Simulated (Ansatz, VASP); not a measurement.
## AlB2P3: VASP beside Ansatz

```
CELL_PARAMETERS angstrom
3.41717 0.00000 0.00000
-1.70858 2.95935 0.00000
0.00000 0.00000 8.64346
ATOMIC_POSITIONS crystal
Al 0.66667 0.33333 0.33746
B 0.00000 0.00000 0.98539
B 0.33333 0.66667 0.68588
P 0.00000 0.00000 0.21391
P 0.66667 0.33333 0.61348
P 0.33333 0.66667 0.91389
```

Alike in both runs: functional PBE; k mesh 6 × 6 × 2; occupations gaussian, width 0.1 eV; no spin polarisation.

Ansatz relaxed the structure, and its values are those at the end. VASP's run is a single point on that final structure, the one shown.

|  | VASP | Ansatz |
| --- | --- | --- |
| version | VASP 6.6.1 | Ansatz 0.2.0 |
| potentials or method | VASP PAW PBE potentials, release 64 (Al, B, P), cutoff 520 eV | scalar-relativistic, plane waves, PAW |
| valence electrons in the cell | 24 | 24 |

Ansatz gave:

| Quantity | Value |
| --- | --- |
| gap on the k mesh at the Fermi level (eV) | 0.23 |
| least direct gap on the mesh (eV) | 1.48 |
| pressure (GPa) | 0.0 |
| rms of the force components (eV/Å) | 0.006 |

Q: Estimate VASP's values.

A: gap on the k mesh at the Fermi level (eV): 0.22; least direct gap on the mesh (eV): 1.48; pressure (GPa): -0.1; rms of the force components (eV/Å): 0.008.
